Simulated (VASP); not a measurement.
# FePb2O4 (P-42m) in VASP: relaxation of cell and atoms with PBE

Aim: the relaxation of cell and atoms of FePb2O4 with PBE.

All numbers are computed with VASP 6.6.1; they aren't measurements. Logs are shortened: lines on timing, memory, paths and dates and some standing lists are left out, and cuts for length are marked.

### Step 1. The cell of the first run

The structure is tetragonal, space group P-42m (No. 111). Conventional cell: a = 4.718 Å, b = 4.718 Å, c = 4.877 Å, α = 90.00°, β = 90.00°, γ = 90.00°. Fe (site symmetry -42m) has 4 O at 2.12 Å within 2.8 Å. Within 2.8 Å of Pb (site symmetry 222) lie 4 O at 2.08 Å. Within 2.8 Å of O (site symmetry m) lie 2 Pb at 2.08 Å and 1 Fe at 2.12 Å.

### Step 2. Relaxation of cell and atoms, PBE, collinear spin, ferromagnetic start

Contents of INCAR:

```
SYSTEM = FePb2O4
  ALGO = Normal
  EDIFF = 1E-6
  EDIFFG = -0.08
  ENCUT = 600
  GGA = PE
  IBRION = 2
  ISIF = 3
  ISMEAR = 0
  ISPIN = 2
  LASPH = .TRUE.
  LCHARG = .FALSE.
  LMAXMIX = 4
  LORBIT = 11
  LREAL = .FALSE.
  LWAVE = .FALSE.
  MAGMOM = 4 0 0 0 0 0 0
  NELM = 150
  NSW = 36
  PREC = Accurate
  SIGMA = 0.15
```

Contents of KPOINTS:

```
k-points
0
G
  3 3 3
  0 0 0
```

Contents of POSCAR:

```
FePb2O4
1.0
    4.7183968900      0.0000000000      0.0000000000
    0.0000000000      4.7183968900      0.0000000000
    0.0000000000      0.0000000000      4.8766030200
Fe Pb O
1 2 4
Direct
    0.0000000000      0.0000000000      0.0000000000
    0.0000000000      0.5000000000      0.5000000000
    0.5000000000      0.0000000000      0.5000000000
    0.7376745900      0.7376745900      0.2447560700
    0.2623254100      0.2623254100      0.2447560700
    0.2623254100      0.7376745900      0.7552439300
    0.7376745900      0.2623254100      0.7552439300
```

Potentials or basis: VASP PAW PBE potentials, release 64 (Fe, Pb_d, O).

On the command line:

```console
$ cat potpaw_PBE.64/Fe/POTCAR potpaw_PBE.64/Pb_d/POTCAR potpaw_PBE.64/O/POTCAR > POTCAR
$ mpirun -np 1 vasp_std > vasp.out
```

OUTCAR:

```text
SYSTEM = FePb2O4
   EDIFF = 1E-6
   EDIFFG = -0.08
   ENCUT = 600
   GGA = PE
   IBRION = 2
   ISIF = 3
   ISMEAR = 0
   ISPIN = 2
   LASPH = .TRUE.
   LORBIT = 11
   LREAL = .FALSE.
   NELM = 150
   NSW = 36
   PREC = Accurate

 ion  position               nearest neighbor table
   1  0.000  0.000  0.000-   4 2.12   5 2.12   6 2.12   7 2.12   2 3.39   3 3.39   2 3.39   3 3.39
                             2 3.39   2 3.39   3 3.39   3 3.39
   2  0.000  0.500  0.500-   4 2.08   5 2.08   6 2.08   7 2.08   3 3.34   3 3.34   3 3.34   3 3.34
                             1 3.39   1 3.39   1 3.39   1 3.39
   3  0.500  0.000  0.500-   4 2.08   5 2.08   6 2.08   7 2.08   2 3.34   2 3.34   2 3.34   2 3.34
                             1 3.39   1 3.39   1 3.39   1 3.39
   4  0.738  0.738  0.245-   2 2.08   3 2.08   1 2.12
   5  0.262  0.262  0.245-   2 2.08   3 2.08   1 2.12
   6  0.262  0.738  0.755-   2 2.08   3 2.08   1 2.12
   7  0.738  0.262  0.755-   2 2.08   3 2.08   1 2.12

  LATTYP: Found a simple tetragonal cell.
 ALAT       =     4.7183968900
 C/A-ratio  =     1.0335296360

  Lattice vectors:

 A1 = (   4.7183968900,   0.0000000000,   0.0000000000)
 A2 = (   0.0000000000,   4.7183968900,   0.0000000000)
 A3 = (   0.0000000000,   0.0000000000,   4.8766030200)

Analysis of symmetry for initial positions (statically):
=====================================================================
 Subroutine PRICEL returns:
 Original cell was already a primitive cell.

 Routine SETGRP: Setting up the symmetry group for a
 simple tetragonal supercell.

 Subroutine GETGRP returns: Found  8 space group operations
 (whereof  8 operations were pure point group operations)
 out of a pool of 16 trial point group operations.

The static configuration has the point symmetry D_2d.

Analysis of symmetry for dynamics (positions and initial velocities):
=====================================================================
 Subroutine PRICEL returns:
 Original cell was already a primitive cell.

 Routine SETGRP: Setting up the symmetry group for a
 simple tetragonal supercell.

 Subroutine GETGRP returns: Found  8 space group operations
 (whereof  8 operations were pure point group operations)
 out of a pool of 16 trial point group operations.

The dynamic configuration has the point symmetry D_2d.

Analysis of structural, dynamic, and magnetic symmetry:
=====================================================================
 Subroutine PRICEL returns:
 Original cell was already a primitive cell.

 Routine SETGRP: Setting up the symmetry group for a
 simple tetragonal supercell.

 Subroutine GETGRP returns: Found  8 space group operations
 (whereof  8 operations were pure point group operations)
 out of a pool of 16 trial point group operations.

The overall configuration has the point symmetry D_2d.

 Subroutine INISYM returns: Found  8 space group operations
 (whereof  8 operations are pure point group operations),
 and found     1 'primitive' translations

----------------------------------------------------------------------------------------

                                     Primitive cell

  volume of cell :     108.5691

  direct lattice vectors                    reciprocal lattice vectors
     4.718396890  0.000000000  0.000000000     0.211936389  0.000000000  0.000000000
     0.000000000  4.718396890  0.000000000     0.000000000  0.211936389  0.000000000
     0.000000000  0.000000000  4.876603020     0.000000000  0.000000000  0.205060776

  length of vectors
     4.718396890  4.718396890  4.876603020     0.211936389  0.211936389  0.205060776

  position of ions in fractional coordinates (direct lattice)
     0.000000000  0.000000000  0.000000000
     0.000000000  0.500000000  0.500000000
     0.500000000  0.000000000  0.500000000
     0.737674590  0.737674590  0.244756070
     0.262325410  0.262325410  0.244756070
     0.262325410  0.737674590  0.755243930
     0.737674590  0.262325410  0.755243930

  ion indices of the primitive-cell ions
   primitive index   ion index
                 1           1
                 2           2
                 3           3
                 4           4
                 5           5
                 6           6
                 7           7

----------------------------------------------------------------------------------------

 KPOINTS: k-points

Automatic generation of k-mesh.
 Grid dimensions read from file:
 generate k-points for:    3    3    3

 Generating k-lattice:

  Cartesian coordinates                     Fractional coordinates (reciprocal lattice)
     0.070645463  0.000000000  0.000000000     0.333333333  0.000000000  0.000000000
     0.000000000  0.070645463  0.000000000     0.000000000  0.333333333  0.000000000
     0.000000000  0.000000000  0.068353592     0.000000000  0.000000000  0.333333333

  Length of vectors
     0.070645463  0.070645463  0.068353592

  Shift w.r.t. Gamma in fractional coordinates (k-lattice)
     0.000000000  0.000000000  0.000000000

 Subroutine IBZKPT returns following result:
 ===========================================

 Found      6 irreducible k-points:

 Following reciprocal coordinates:
            Coordinates               Weight
  0.000000  0.000000  0.000000      1.000000
  0.333333  0.000000  0.000000      4.000000
  0.333333  0.333333  0.000000      4.000000
  0.000000  0.000000  0.333333      2.000000
  0.333333  0.000000  0.333333      8.000000
  0.333333  0.333333  0.333333      8.000000
   k-points           NKPTS =      6   k-points in BZ     NKDIM =      6   number of bands    NBANDS=     38
   number of dos      NEDOS =    301   number of ions     NIONS =      7
   total plane-waves  NPLWV =  64000
   dimension x,y,z NGX =    40 NGY =   40 NGZ =   40
   dimension x,y,z NGXF=    80 NGYF=   80 NGZF=   80
   ions per type =               1   2   4
   NGX,Y,Z   is equivalent  to a cutoff of  14.09, 14.09, 13.64 a.u.
   NGXF,Y,Z  is equivalent  to a cutoff of  28.19, 28.19, 27.27 a.u.
 SYSTEM =  FePb2O4
   PREC   = accura    normal or accurate (medium, high low for compatibility)
   ISTART =      0    job   : 0-new  1-cont  2-samecut
   ICHARG =      2    charge: 1-file 2-atom 10-const
   ISPIN  =      2    spin polarized calculation?
   LNONCOLLINEAR =      F non collinear calculations
   LSORBIT =      F    spin-orbit coupling
   LASPH  =      T    aspherical Exc in radial PAW
   ENCUT  =  600.0 eV  44.10 Ry    6.64 a.u.   9.42  9.42  9.74*2*pi/ulx,y,z
   NELM   =    150;   NELMIN=  2; NELMDL= -5     # of ELM steps
   EDIFF  = 0.1E-05   stopping-criterion for ELM
   LREAL  =      F    real-space projection
   EDIFFG = -.8E-01   stopping-criterion for IOM
   NSW    =     36    number of steps for IOM
   IBRION =      2    ionic relax: 0-MD 1-quasi-New 2-CG
   NFREE  =      1    steps in history (QN), initial steepest desc. (CG)
   ISIF   =      3    stress and relaxation
   ISYM   =      2    0-nonsym 1-usesym 2-fastsym
   POTIM  = 0.5000    time-step for ionic-motion
   TEBEG  =    0.0;   TEEND  =   0.0 temperature during run
   PSTRESS=    0.0 pullay stress
   NELECT =      60.0000    total number of electrons
   NUPDOWN=      -1.0000    fix difference up-down
   EMIN   =  10.00;   EMAX   =-10.00  energy-range for DOS
   EFERMI =   0.00;   METHOD = LEGACY
   ISMEAR =     0;   SIGMA  =   0.15  broadening in eV -4-tet -1-fermi 0-gaus
   EFERMI_NEDOS =   21; number of points for ismear=-14 and -15
   IALGO  =     38    algorithm
   IMIX   =      4    mixing-type and parameters
     AMIX     =   0.40;   BMIX     =  1.00
     AMIX_MAG =   1.60;   BMIX_MAG =  1.00
  volume/ion in A,a.u.               =      15.51       104.67
  Fermi-wavevector in a.u.,A,eV,Ry     =   1.343455  2.538762 24.556766  1.804871
  Thomas-Fermi vector in A             =   2.471528
   LORBIT       =     11    0 simple, 1 ext, 2 COOP (PROOUT), +10 PAW based schemes
   GGA     = PE    functional components
   LHFCALC =     F    Hartree Fock is set to
   AEXX    =    0.0000 exact exchange contribution
   IVDW    =     0    specifies the selected vdW correction
   LEPSILON=     F    determine dielectric tensor
   LRPA    =     F    only Hartree local field effects (RPA)
 conjugate gradient relaxation of ions
 spin polarized calculation
 Gauss-broadening in eV      SIGMA  =   0.15
  energy-cutoff  :      600.00
  volume of cell :      108.57
 maximum number of plane-waves:      3655
 NGX is ok and might be reduce to    40
   NGX = 19   NGY = 19   NGZ = 19

--------------------------------------- Ionic step        1  -------------------------------------------

 number of electron      60.0000023 magnetization       3.9984694

 Free energy of the ion-electron system (eV)
  ---------------------------------------------------
  ext. energy  EPLUGINS =         0.00000000
  ---------------------------------------------------
  free energy    TOTEN  =       -38.21592249 eV

  energy without entropy =      -38.17298834  energy(sigma->0) =      -38.19445542

 E-fermi :   5.5501     XC(G=0): -10.2363

 val. band max:        5.4918402389   @ k =   0.0000   0.0000   0.3333
 cond. band min:       5.6151641640   @ k =   0.0000   0.0000   0.0000
 fundamental gap:      0.1233239251
 Fermi energy:         5.5500734403

 spin component 1

 k-point     1 :       0.0000    0.0000    0.0000
  band No.  band energies     occupation
      1     -14.6113      1.00000
      2     -14.5266      1.00000
      3     -14.4466      1.00000
      4     -14.4466      1.00000
      5     -11.7550      1.00000
      6     -11.7093      1.00000
[... 235 lines left out ...]
     37      10.5840      0.00000
     38      11.0267      0.00000
 Fermi energy:         5.5500734403

 spin component 2

 k-point     1 :       0.0000    0.0000    0.0000
  band No.  band energies     occupation
      1     -14.4878      1.00000
      2     -14.4307      1.00000
      3     -14.3481      1.00000
      4     -14.3481      1.00000
      5     -11.7568      1.00000
      6     -11.7091      1.00000
[... 351 lines left out ...]
  FREE ENERGIE OF THE ION-ELECTRON SYSTEM (eV)
  ---------------------------------------------------
  free  energy   TOTEN  =       -39.7783805865 eV

  energy  without entropy=      -39.7426136805  energy(sigma->0) =      -39.76049713

[... ionic steps 4 to 26 ...]

--------------------------------------- Ionic step       27  -------------------------------------------

 number of electron      59.9999975 magnetization       3.9233092

------------------------ aborting loop because EDIFF is reached ----------------------------------------

  FORCE on cell =-STRESS in cart. coord.  units (eV):
  Direction    XX          YY          ZZ          XY          YZ          ZX
  --------------------------------------------------------------------------------------
  -------------------------------------------------------------------------------------
  Total       -0.2386727     -0.2386727      1.1319887      0.0000000      0.0000000      0.0000000
  in kB       -3.0961413     -3.0961413     14.6845311      0.0000000      0.0000000      0.0000000
  external PRESSURE =       2.8307495 kB  Pullay stress =       0.0000000 kB
[... 67 lines left out ...]
  energy  without entropy=      -42.2922120057  energy(sigma->0) =      -42.29799502

--------------------------------------- Ionic step       29  -------------------------------------------

 number of electron      59.9999993 magnetization       3.9251859

 Free energy of the ion-electron system (eV)
  ---------------------------------------------------
  ext. energy  EPLUGINS =         0.00000000
  ---------------------------------------------------
  free energy    TOTEN  =       -42.31609577 eV

  energy without entropy =      -42.30584682  energy(sigma->0) =      -42.31097130

 E-fermi :   3.7472     XC(G=0):  -9.4333

 val. band max:        3.5430353925   @ k =   0.3333   0.0000   0.0000
 cond. band min:       3.8916423368   @ k =   0.3333   0.3333   0.3333
 fundamental gap:      0.3486069443
 Fermi energy:         3.7471678645

 spin component 1

 k-point     1 :       0.0000    0.0000    0.0000
  band No.  band energies     occupation
      1     -14.9216      1.00000
      2     -14.2511      1.00000
      3     -14.2080      1.00000
      4     -14.2080      1.00000
      5     -12.8068      1.00000
      6     -12.7829      1.00000
[... 235 lines left out ...]
     37       8.3225      0.00000
     38       8.4068      0.00000
 Fermi energy:         3.7471678645

 spin component 2

 k-point     1 :       0.0000    0.0000    0.0000
  band No.  band energies     occupation
      1     -14.6216      1.00000
      2     -13.9911      1.00000
      3     -13.9233      1.00000
      4     -13.9233      1.00000
      5     -12.7947      1.00000
      6     -12.7711      1.00000
[... 269 lines left out ...]
  FREE ENERGIE OF THE ION-ELECTRON SYSTEM (eV)
  ---------------------------------------------------
  free  energy   TOTEN  =       -42.3160957729 eV

  energy  without entropy=      -42.3058468184  energy(sigma->0) =      -42.31097130

 reached required accuracy - stopping structural energy minimisation

 total charge

# of ion       s       p       d       tot
------------------------------------------
    1        0.497   0.739   6.117   7.353
    2        1.495   0.428   9.864  11.786
    3        1.495   0.428   9.864  11.786
    4        1.592   3.361   0.000   4.954
    5        1.592   3.361   0.000   4.954
    6        1.592   3.361   0.000   4.954
    7        1.592   3.361   0.000   4.954
--------------------------------------------------
tot          9.856  15.041  25.845  50.741

 magnetization (x)

# of ion       s       p       d       tot
------------------------------------------
    1        0.030   0.053   2.801   2.884
    2        0.011   0.009   0.002   0.022
    3        0.011   0.009   0.002   0.022
    4        0.004   0.166   0.000   0.170
    5        0.004   0.166   0.000   0.170
    6        0.004   0.166   0.000   0.170
    7        0.004   0.166   0.000   0.170
--------------------------------------------------
tot          0.067   0.735   2.806   3.607
```

Run time: 32 min. Hardware: 1 thread of Intel Xeon Platinum 8559C (Emerald Rapids), shared host; peak memory 0.33 GiB.

Results:

| Property | Result |
| --- | --- |
| Free energy | -42.3161 eV |
| Relaxed volume | 17.84 Å³/atom |
| Relaxed cell | a = 5.845 Å, b = 5.845 Å, c = 3.656 Å, α = 90.00°, β = 90.00°, γ = 90.00° |
| Space group after relaxing (to 0.05 Å) | P-42m (No. 111) |
| Energy gained by relaxing | 585.7 meV/atom |
| Ionic steps | 29 |
| Pressure after relaxing | 0.2 GPa |
| Largest force after relaxing | 0.065 eV/Å |
| Net moment | 3.93 μB per cell |
| Site moments | Fe +2.88; Pb +0.02; O +0.17 μB |
| Valence electrons inside the program's atomic spheres | Fe 7.35; Pb 11.79; O 4.95 |

Forces in eV/Å, atoms in the order of the input:
```
Fe   0.000  0.000  0.000
Pb   0.000  0.000  0.000
Pb   0.000  0.000  0.000
O   -0.046 -0.046  0.008
O    0.046  0.046  0.008
O    0.046 -0.046 -0.008
O   -0.046  0.046 -0.008
```

Stress tensor (GPa, compression positive):
```
-0.06  0.00  0.00
 0.00 -0.06  0.00
 0.00  0.00  0.71
```

Step by step:
```
step  energy change (eV)  largest force (eV/Å)  pressure (GPa)  volume (Å³)
   1              0.0000                2.7573           17.62       108.57
   2             -1.4880                2.1472           -7.02       137.63
   3             -1.5625                2.0928           -3.86       130.93
   4             -2.5052                1.6706           -2.54       130.20
   5             -2.6281                2.5165           12.01       127.92
   6             -3.2336                0.7800            0.94       129.31
   7             -3.3335                0.4965            4.46       128.75
   8             -3.3444                0.3745            3.32       128.90
   9             -3.5480                0.4624           -0.06       137.92
  10             -3.5771                0.5032           -1.86       144.03
  11             -3.7156                0.5804           -0.49       144.54
  12             -3.7331                0.7445            0.13       144.66
  13             -3.8211                0.0813           -2.10       145.46
  14             -3.8211                0.0799           -2.01       145.43
  15             -3.8471                0.3236            1.55       137.35
  16             -3.8590                0.2327            0.20       140.16
  17             -3.8770                0.2152           -0.03       139.39
  18             -3.9095                0.4112           -0.82       136.97
  19             -3.9116                0.5288           -1.17       136.03
  20             -3.9168                0.5329           -1.08       135.59
  21             -3.9307                0.5507           -0.83       134.25
  22             -3.9515                0.6182           -0.32       131.55
  23             -3.9553                0.8245            0.68       126.07
  24             -3.9985                0.7057            1.07       124.75
  25             -4.0408                0.4022            2.13       121.80
  26             -4.0436                0.3134            2.44       120.79
  27             -4.0833                0.2851            0.28       123.51
  28             -4.0879                0.2835           -0.60       124.74
  29             -4.1002                0.0650            0.20       124.90
```

Final structure:
```
Fe Pb O
1.0
     5.84526    0.00000    0.00000
     0.00000    5.84526    0.00000
     0.00000    0.00000    3.65566
Fe Pb O
1 2 4
Direct
  0.00000 0.00000 0.00000
  0.00000 0.50000 0.50000
  0.50000 0.00000 0.50000
  0.79221 0.79221 0.15379
  0.20779 0.20779 0.15379
  0.20779 0.79221 0.84621
  0.79221 0.20779 0.84621
```

Caveat: the k points lie up to 0.57 Å⁻¹ apart in the final cell; the volume moved by over 15 % at a fixed basis, so the end points are rough; spin-orbit coupling is left out, which moves the levels of the heavy elements; a cell with one magnetic atom can't hold antiferromagnetic order, which such compounds often take; semilocal functionals often make such compounds metallic where correlation or magnetic order opens a gap, which also shifts bond lengths; the relaxation stopped at a loose force limit of 0.08 eV/Å, so its end isn't a converged minimum.
